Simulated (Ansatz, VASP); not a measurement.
## ZnS: VASP beside Ansatz

```xyz
4
Lattice="3.9204 0.0000 0.0000 -1.9602 3.3952 0.0000 0.0000 0.0000 6.4291" Properties=species:S:1:pos:R:3 pbc="T T T"
Zn    0.0000    2.2635    0.0016
Zn    1.9602    1.1317    3.2161
S     0.0000    2.2635    2.4093
S     1.9602    1.1317    5.6239
```

Alike in both runs: task single point; functional PBE; k mesh 6 × 6 × 4; no spin polarisation.

|  | VASP | Ansatz |
| --- | --- | --- |
| version | VASP 6.6.1 | Ansatz 0.2.0 |
| potentials or method | VASP PAW PBE potentials, release 64 (Zn, S) | plane waves, PAW |
| plane-wave cutoff (eV) | 520 | 420 |
| occupations | gaussian, width 0.01 eV | fixed |
| valence electrons in the cell | 36 | 36 |

VASP gave:

```
gap on the k mesh at the Fermi level (eV)                     : 1.82
pressure (GPa)                                                : -3.4
traceless stress, the component that is largest in VASP (GPa) : -0.06
rms of the force components (eV/Å)                            : 0.005
```

Question: Which values does Ansatz return?

Answer: gap on the k mesh at the Fermi level (eV): 1.82; pressure (GPa): -3.5; traceless stress, the component that is largest in VASP (GPa): -0.06; rms of the force components (eV/Å): 0.006.

Atom by atom the forces differ by 0.000 eV/Å (rms over components).
